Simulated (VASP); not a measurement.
Runs of VASP 6.6.1 on SrCl2. The structure is that of space group Fm-3m (No. 225), or close to it. The cells are those of the table. 

| task | cell | gap on the mesh (eV) | pressure (GPa) |
| --- | --- | --- | --- |
| single point | a = 3.928 Å, angles 60.0°, 3 atoms | 3.87 | 106.0 |
| single point | a = 4.949 Å, angles 60.0°, 3 atoms | (b) | -1.3 |
| electric field gradients | a = 3.928 Å, angles 60.0°, 3 atoms | 3.87 | 106.0 |
| single point | a = 4.779 Å, angles 60.0°, 3 atoms | 5.39 | (a) |
| single point | a = 4.174 Å, angles 60.0°, 3 atoms | 4.70 | 52.2 |

Alike in all rows: level PBEsol; potentials or basis VASP PAW PBE potentials, release 64 (Sr_sv, Cl); no spin polarisation; k mesh 7 × 7 × 7; cutoff (eV) 520; smearing fermi-dirac 0.03 eV.

Problem. Estimate the missing entries.

Solution. (a) 3.1; (b) 5.13.

Caveats: the PAW data sets were made with another functional, which shifts forces and pressure a little.

A k mesh can miss the band edges, and the runs leave out spin-orbit coupling on Sr.
